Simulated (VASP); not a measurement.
# Ni (P6_3/mmc) in VASP: settings compared

The runs below take Ni through single point, relaxation of cell and atoms, with BLYP+D3(BJ), PBEsol.

Program: VASP 6.6.1. These are calculated values, not measurements. Logs are shortened: lines on timing, memory, paths and dates and some standing lists are left out, and cuts for length are marked.

### Step 1. The cell of the first run

It takes space group P6_3/mmc (No. 194, hexagonal). Conventional cell: a = 2.460 Å, b = 2.460 Å, c = 4.038 Å, α = 90.00°, β = 90.00°, γ = 120.00°. Within 3.2 Å of Ni (site symmetry -6m2) lie 12 Ni at 2.46 to 2.47 Å.

This isn't the form of Ni at room conditions, which is fcc.

### Step 2. Single point, BLYP+D3(BJ), collinear spin, ferromagnetic start

INCAR

```
AGGAC = 1.0
AGGAX = 1.0
ALDAC = 0.0
ALDAX = 1.0
ALGO = Normal
EDIFF = 1E-6
ENCUT = 520
GGA = B5
ISIF = 2
ISMEAR = -1
ISPIN = 2
IVDW = 12
LASPH = T
LCHARG = F
LMAXMIX = 4
LORBIT = 11
LREAL = F
LWAVE = F
MAGMOM = 2 2
NBANDS = 21
NELM = 150
PREC = Accurate
SIGMA = 0.1
VDW_A1 = 0.4298
VDW_A2 = 4.2359
VDW_S6 = 1.0
VDW_S8 = 2.6996
```

KPOINTS

```
k-points
0
Gamma
  14 14 7
```

POSCAR

```
Ni
1.0
    2.4600068959     -0.0000002901      0.0000000000
   -1.2300031967      2.1304286104      0.0000000000
    0.0000000000      0.0000000000      4.0381932944
Ni
2
Direct
    0.3333333333      0.6666666667      0.2500000000
    0.6666666667      0.3333333333      0.7500000000
```

Potentials or basis: VASP PAW PBE potentials, release 64 (Ni).

Run with:

```sh
$ cat potpaw_PBE.64/Ni/POTCAR > POTCAR
$ mpirun -np 1 vasp_std > vasp.out
```

OUTCAR:

```text
EDIFF = 1E-6
   ENCUT = 520
   GGA = B5
   ISIF = 2
   ISMEAR = -1
   ISPIN = 2
   IVDW = 12
   LASPH = T
   LORBIT = 11
   LREAL = F
   NELM = 150
   PREC = Accurate
 IVDW          = 12

 ion  position               nearest neighbor table
   1  0.333  0.667  0.250-   2 2.47   2 2.47   2 2.47   2 2.47   2 2.47   2 2.47
   2  0.667  0.333  0.750-   1 2.47   1 2.47   1 2.47   1 2.47   1 2.47   1 2.47

  LATTYP: Found a hexagonal cell.
 ALAT       =     2.4600068959
 C/A-ratio  =     1.6415373880

  Lattice vectors:

 A1 = (   2.4600068959,  -0.0000002901,   0.0000000000)
 A2 = (  -1.2300031967,   2.1304286104,   0.0000000000)
 A3 = (   0.0000000000,   0.0000000000,   4.0381932944)

Analysis of symmetry for initial positions (statically):
=====================================================================
 Subroutine PRICEL returns:
 Original cell was already a primitive cell.

 Routine SETGRP: Setting up the symmetry group for a
 hexagonal supercell.

 Subroutine GETGRP returns: Found 24 space group operations
 (whereof 12 operations were pure point group operations)
 out of a pool of 24 trial point group operations.

The static configuration has the point symmetry D_3d.
 The point group associated with its full space group is D_6h.

Analysis of symmetry for dynamics (positions and initial velocities):
=====================================================================
 Subroutine PRICEL returns:
 Original cell was already a primitive cell.

 Routine SETGRP: Setting up the symmetry group for a
 hexagonal supercell.

 Subroutine GETGRP returns: Found 24 space group operations
 (whereof 12 operations were pure point group operations)
 out of a pool of 24 trial point group operations.

The dynamic configuration has the point symmetry D_3d.
 The point group associated with its full space group is D_6h.

Analysis of structural, dynamic, and magnetic symmetry:
=====================================================================
 Subroutine PRICEL returns:
 Original cell was already a primitive cell.

 Routine SETGRP: Setting up the symmetry group for a
 hexagonal supercell.

 Subroutine GETGRP returns: Found 24 space group operations
 (whereof 12 operations were pure point group operations)
 out of a pool of 24 trial point group operations.

The overall configuration has the point symmetry D_3d.
 The point group associated with its full space group is D_6h.

 Subroutine INISYM returns: Found 24 space group operations
 (whereof 12 operations are pure point group operations),
 and found     1 'primitive' translations

----------------------------------------------------------------------------------------

                                     Primitive cell

  volume of cell :      21.1636

  direct lattice vectors                    reciprocal lattice vectors
     2.460006896 -0.000000290  0.000000000     0.406502953  0.234694526  0.000000000
    -1.230003197  2.130428610  0.000000000     0.000000055  0.469389147  0.000000000
     0.000000000  0.000000000  4.038193294     0.000000000  0.000000000  0.247635496

  length of vectors
     2.460006896  2.460006896  4.038193294     0.469389147  0.469389147  0.247635496

  position of ions in fractional coordinates (direct lattice)
     0.333333333  0.666666667  0.250000000
     0.666666667  0.333333333  0.750000000

  ion indices of the primitive-cell ions
   primitive index   ion index
                 1           1
                 2           2

----------------------------------------------------------------------------------------

 KPOINTS: k-points

Automatic generation of k-mesh.
 Grid dimensions read from file:
 generate k-points for:   14   14    7

 Generating k-lattice:

  Cartesian coordinates                     Fractional coordinates (reciprocal lattice)
     0.029035925  0.016763895  0.000000000     0.071428571  0.000000000  0.000000000
     0.000000004  0.033527796  0.000000000     0.000000000  0.071428571  0.000000000
     0.000000000  0.000000000  0.035376499     0.000000000  0.000000000  0.142857143

  Length of vectors
     0.033527796  0.033527796  0.035376499

  Shift w.r.t. Gamma in fractional coordinates (k-lattice)
     0.000000000  0.000000000  0.000000000

 Subroutine IBZKPT returns following result:
 ===========================================

 Found     96 irreducible k-points:

 Following reciprocal coordinates:
            Coordinates               Weight
  0.000000  0.000000  0.000000      1.000000
  0.071429  0.000000  0.000000      6.000000
  0.142857  0.000000  0.000000      6.000000
  0.214286  0.000000  0.000000      6.000000
  0.285714 -0.000000  0.000000      6.000000
  0.357143 -0.000000  0.000000      6.000000
[... 16 lines left out ...]
  0.285714  0.285714  0.000000      6.000000
  0.357143  0.285714  0.000000      6.000000
 [... further k-points ...]
   k-points           NKPTS =     96   k-points in BZ     NKDIM =     96   number of bands    NBANDS=     21
[... 88 lines left out ...]
      2       5.4347      1.00000
      3       7.6700      1.00000
      4       7.9661      1.00000
      5       7.9795      1.00000
      6       8.1228      1.00000
[... 13 lines left out ...]
     20      39.1636      0.00000
     21      39.4973      0.00000

 k-point     3 :       0.1429    0.0000    0.0000
  band No.  band energies     occupation
      1       1.9011      1.00000
      2       5.7332      1.00000
      3       7.4702      1.00000
      4       7.8955      1.00000
      5       7.9755      1.00000
      6       8.1963      1.00000
[... 13 lines left out ...]
     20      39.3423      0.00000
     21      40.1083      0.00000
[... 457 lines left out ...]
 k-point    23 :       0.2857    0.2857    0.0000
  band No.  band energies     occupation
      1       6.3268      1.00000
      2       6.3774      1.00000
      3       6.6499      1.00000
      4       6.7885      1.00000
      5       7.5718      1.00000
      6       7.8208      1.00000
[... 13 lines left out ...]
     20      43.3826      0.00000
     21      44.9987      0.00000

 k-point    24 :       0.3571    0.2857    0.0000
  band No.  band energies     occupation
      1       6.3235      1.00000
      2       6.5009      1.00000
      3       6.5803      1.00000
      4       6.9112      1.00000
      5       7.6127      1.00000
      6       7.7061      1.00000
[... 13 lines left out ...]
     20      43.8217      0.00000
     21      46.5038      0.00000

 [... further k-points ...]

 spin component 2

 k-point     1 :       0.0000    0.0000    0.0000
  band No.  band energies     occupation
      1       1.1829      1.00000
      2       5.6832      1.00000
      3       8.4031      1.00000
      4       8.4780      1.00000
      5       8.4780      1.00000
      6       8.7705      1.00000
[... 13 lines left out ...]
     20      36.9585      0.00000
     21      41.6900      0.00000

 k-point     2 :       0.0714    0.0000    0.0000
  band No.  band energies     occupation
      1       1.3651      1.00000
      2       5.8020      1.00000
      3       8.2633      1.00000
      4       8.5612      1.00000
      5       8.5924      1.00000
      6       8.7276      1.00000
[... 13 lines left out ...]
     20      39.1379      0.00000
     21      39.5692      0.00000

 k-point     3 :       0.1429    0.0000    0.0000
  band No.  band energies     occupation
      1       1.9006      1.00000
      2       6.1202      1.00000
      3       8.0396      1.00000
      4       8.2999      1.00000
      5       8.5710      1.00000
      6       8.8002      1.00000
[... 13 lines left out ...]
     20      39.4278      0.00000
     21      40.1984      0.00000
[... 457 lines left out ...]
 k-point    23 :       0.2857    0.2857    0.0000
  band No.  band energies     occupation
      1       6.7267      1.00000
      2       6.7810      1.00000
      3       7.0980      1.00000
      4       7.1628      1.00000
      5       8.0928      1.00000
      6       8.3410      1.00000
[... 13 lines left out ...]
     20      43.4177      0.00000
     21      45.1008      0.00000

 k-point    24 :       0.3571    0.2857    0.0000
  band No.  band energies     occupation
      1       6.7834      1.00000
      2       6.8914      1.00000
      3       7.0190      1.00000
      4       7.2878      1.00000
      5       8.1322      1.00000
      6       8.2199      1.00000
[... 13 lines left out ...]
     20      43.8636      0.00000
     21      46.5367      0.00000

 [... further k-points ...]

------------------------ aborting loop because EDIFF is reached ----------------------------------------

 Edisp (eV)   -2.16352

 E8    (eV) :    -1.5841

  FORCE on cell =-STRESS in cart. coord.  units (eV):
  Direction    XX          YY          ZZ          XY          YZ          ZX
  --------------------------------------------------------------------------------------
  -------------------------------------------------------------------------------------
  Total      -0.00257    -0.00257     0.00037    -0.00000    -0.00000     0.00000
  in kB      -0.19420    -0.19420     0.02778    -0.00000    -0.00000     0.00000
  external pressure =       -0.12 kB  Pullay stress =        0.00 kB

 VOLUME and BASIS-vectors are now :
 -----------------------------------------------------------------------------
  energy-cutoff  :      520.00
  volume of cell :       21.16
      direct lattice vectors                 reciprocal lattice vectors
     2.460006896 -0.000000290  0.000000000     0.406502953  0.234694526  0.000000000
    -1.230003197  2.130428610  0.000000000     0.000000055  0.469389147  0.000000000
     0.000000000  0.000000000  4.038193294     0.000000000  0.000000000  0.247635496

 POSITION                                       TOTAL-FORCE (eV/Angst)
 -----------------------------------------------------------------------------------
      0.00000      1.42029      1.00955        -0.000000     -0.000000      0.000000
      1.23000      0.71014      3.02864         0.000000      0.000000      0.000000
 -----------------------------------------------------------------------------------
    total drift:                               -0.000000      0.000000     -0.000000

  FREE ENERGIE OF THE ION-ELECTRON SYSTEM (eV)
  ---------------------------------------------------
  free  energy   TOTEN  =       -11.3035048229 eV

  energy  without entropy=      -11.1783360825  energy(sigma->0) =      -11.24092045

 total charge

# of ion       s       p       d       tot
------------------------------------------
    1        0.510   0.507   8.386   9.403
    2        0.510   0.507   8.386   9.403
--------------------------------------------------
tot          1.020   1.013  16.772  18.806

 magnetization (x)

# of ion       s       p       d       tot
------------------------------------------
    1       -0.005  -0.021   0.603   0.577
    2       -0.005  -0.021   0.603   0.577
--------------------------------------------------
tot         -0.010  -0.042   1.206   1.153
```

Run time: 72 s. Hardware: 1 thread of Intel Xeon 8259CL, shared host; peak memory 0.19 GiB.

Results:

```yaml
Free_energy: -11.3035 eV
Pressure: 0.0 GPa
Net_moment: 1.14 μB per cell
Site_moments: Ni +0.58 μB
Valence_electrons_inside_the_program's_atomic_spheres: Ni 9.40
Dispersion_energy_per_atom: -1.082 eV
```

Caveat: the dispersion term is far too large for a dense solid, which distorts pressure and volume; the PAW data sets were made with another functional, which shifts forces and pressure a little.

### Step 3. Relaxation of cell and atoms, BLYP+D3(BJ), collinear spin, ferromagnetic start

INCAR

```
PREC = Accurate
ENCUT = 600
EDIFF = 1E-6
ISMEAR = -1
SIGMA = 0.1
LREAL = F
LASPH = T
NELM = 150
ALGO = Normal
ISIF = 3
LWAVE = F
LCHARG = F
ISPIN = 2
MAGMOM = 2 2
LORBIT = 11
LMAXMIX = 4
GGA = B5
ALDAX = 1.0
AGGAX = 1.0
AGGAC = 1.0
ALDAC = 0.0
IVDW = 12
VDW_S6 = 1.0
VDW_S8 = 2.6996
VDW_A1 = 0.4298
VDW_A2 = 4.2359
IBRION = 2
NSW = 80
EDIFFG = -0.005
```

KPOINTS

```
Automatic mesh
0
Gamma
  14 14 7
```

POSCAR

```
Ni
1.0
    2.4480230000      0.0000000000      0.0000000000
   -1.2240110000      2.1200500000      0.0000000000
    0.0000000000      0.0000000000      4.0728080000
Ni
2
Direct
    0.3333333333      0.6666666667      0.2500000000
    0.6666666667      0.3333333333      0.7500000000
```

Potentials or basis: VASP PAW PBE potentials, release 64 (Ni).

Run with:

```sh
$ cat potpaw_PBE.64/Ni/POTCAR > POTCAR
$ mpirun -np 1 vasp_std > vasp.out
```

Wall time 4.5 min (1 thread of Intel Xeon 8259CL, shared host); peak memory 0.21 GiB.

It converged, with:

* Free energy: -11.3044 eV
* Relaxed volume: 10.57 Å³/atom
* Relaxed cell: a = 2.459 Å, b = 2.459 Å, c = 4.038 Å, α = 90.00°, β = 90.00°, γ = 120.00°
* Space group after relaxing (to 0.1 Å): P6_3/mmc (No. 194)
* Energy gained by relaxing: 0.9 meV/atom
* Ionic steps: 7
* Pressure after relaxing: 0.0 GPa
* Net moment: 1.14 μB per cell
* Site moments: Ni +0.58 μB
* Valence electrons inside the program's atomic spheres: Ni 9.40
* Dispersion energy per atom: -1.083 eV

Step by step:
```tsv
step	energy change (eV)	largest force (eV/Å)	pressure (GPa)	volume (Å³)
1	0.0000	0.0000	0.13	21.14
2	-0.0016	0.0000	-0.18	21.16
3	-0.0016	0.0000	-0.32	21.18
4	-0.0017	0.0000	-0.29	21.17
5	-0.0017	0.0000	-0.24	21.17
6	-0.0017	0.0000	0.27	21.12
7	-0.0017	0.0000	-0.01	21.15
```

Final structure:
```
Ni
1.0
     2.45898    0.00000    0.00000
    -1.22949    2.12954    0.00000
     0.00000    0.00000    4.03805
Ni
2
Direct
  0.33333 0.66667 0.25000
  0.66667 0.33333 0.75000
```

Levels at points of the mesh, in eV from the Fermi level:
Spin up:
| k point | band 8 | band 9 | band 10 | band 11 | band 12 | band 13 | band 14 | band 15 |
| --- | --- | --- | --- | --- | --- | --- | --- | --- |
| (0.00, 0.00, 0.00) | -1.65 | -1.65 | -0.66 | -0.66 | -0.17 | 5.87 | 23.31 | 24.98 |
| (0.50, 0.00, 0.00) | -0.54 | -0.48 | -0.41 | 1.36 | 3.26 | 9.64 | 10.13 | 12.94 |
Spin down:
```tsv
k point	band 6	band 7	band 8	band 9	band 10	band 11	band 12	band 13	band 14	band 15
(0.00, 0.00, 0.00)	-1.47	-1.47	-1.05	-1.05	-0.19	-0.02	-0.02	6.23	23.22	25.08
(0.50, 0.00, 0.00)	-1.80	-1.44	0.14	0.17	0.27	1.77	3.60	9.77	10.25	13.12
```

Caveat: the dispersion term is far too large for a dense solid, which distorts pressure and volume; the PAW data sets were made with another functional, which shifts forces and pressure a little.

### Step 4. Relaxation of cell and atoms, PBEsol, collinear spin, ferromagnetic start

INCAR

```
PREC = Accurate ; ENCUT = 600
EDIFF = 1E-7 ; ISMEAR = -1
SIGMA = 0.1 ; LREAL = F
LASPH = T ; NELM = 150
ALGO = Normal ; ISIF = 3
LWAVE = F ; LCHARG = F
ISPIN = 2 ; MAGMOM = 2 2
LORBIT = 11 ; LMAXMIX = 4
GGA = PS ; IBRION = 2
NSW = 80 ; EDIFFG = -0.005
```

KPOINTS is that of step 3.

POSCAR is that of step 3.

Run with:

```sh
$ cat potpaw_PBE.64/Ni/POTCAR > POTCAR
$ mpirun -np 1 vasp_std > vasp.out
```

Run time: 4.2 min. Hardware: 1 thread of Intel Xeon 8259CL, shared host; peak memory 0.2 GiB.

It converged, with:

```
Free energy                                           : -12.2806 eV
Relaxed volume                                        : 10.42 Å³/atom
Relaxed cell                                          : a = 2.450 Å, b = 2.450 Å, c = 4.012 Å, α = 90.00°, β = 90.00°, γ = 120.00°
Space group after relaxing (to 0.1 Å)                 : P6_3/mmc (No. 194)
Energy gained by relaxing                             : 2.7 meV/atom
Ionic steps                                           : 5
Pressure after relaxing                               : 0.0 GPa
Net moment                                            : 1.20 μB per cell
Site moments                                          : Ni +0.61 μB
Valence electrons inside the program's atomic spheres : Ni 9.39
```

The path:
```csv
step,energy change (eV),largest force (eV/Å),pressure (GPa),volume (Å³)
1,0.0000,0.0000,-2.98,21.14
2,-0.0021,0.0000,3.38,20.54
3,-0.0045,0.0000,0.58,20.79
4,-0.0053,0.0000,0.06,20.84
5,-0.0053,0.0000,-0.01,20.85
```

Final structure:
```
CELL_PARAMETERS angstrom
2.44950 0.00000 0.00000
-1.22475 2.12133 0.00000
0.00000 0.00000 4.01194
ATOMIC_POSITIONS crystal
Ni 0.33333 0.66667 0.25000
Ni 0.66667 0.33333 0.75000
```

Levels at points of the mesh, in eV from the Fermi level:
Spin up:
```
           k point  band 9  band 10  band 11  band 12  band 13  band 14
(0.00, 0.00, 0.00)   -1.71    -0.70    -0.70    -0.47     5.92    22.94
(0.50, 0.00, 0.00)   -0.50    -0.44     1.22     3.17     9.55    10.16
```
Spin down:
```csv
k point,band 5,band 6,band 7,band 8,band 9,band 10,band 11,band 12,band 13,band 14
"(0.00, 0.00, 0.00)",-1.79,-1.48,-1.48,-1.06,-1.06,-0.49,0.00,0.00,6.31,22.85
"(0.50, 0.00, 0.00)",-1.89,-1.84,-1.48,0.14,0.20,0.28,1.68,3.54,9.70,10.29
```

Caveat: the PAW data sets were made with another functional, which shifts forces and pressure a little.

### Step 5. The runs side by side

```csv
task,level,cell,cutoff (eV),gap on the mesh (eV),pressure (GPa),moment (μB),relaxed volume (Å³/atom)
single point,BLYP+D3(BJ),"a = 2.460, b = 2.460, c = 4.038 Å, angles 90.0, 90.0, 120.0°, 2 atoms",520,none,0.0,1.14,-
relaxation of cell and atoms,BLYP+D3(BJ),"relaxed from a = 2.448, b = 2.448, c = 4.073 Å, angles 90.0, 90.0, 120.0°, 2 atoms",600,none,0.0,1.14,10.57
relaxation of cell and atoms,PBEsol,"relaxed from a = 2.448, b = 2.448, c = 4.073 Å, angles 90.0, 90.0, 120.0°, 2 atoms",600,none,0.0,1.20,10.42
```

Alike in all rows: potentials or basis VASP PAW PBE potentials, release 64 (Ni); spin collinear, ferromagnetic start; k mesh 14 × 14 × 7; smearing fermi-dirac 0.1 eV.

Caveats: the PAW data sets were made with another functional, which shifts forces and pressure a little; the dispersion term is far too large for a dense solid, which distorts pressure and volume (at least some runs).

Absolute energies hang on the potentials; compare differences alone.
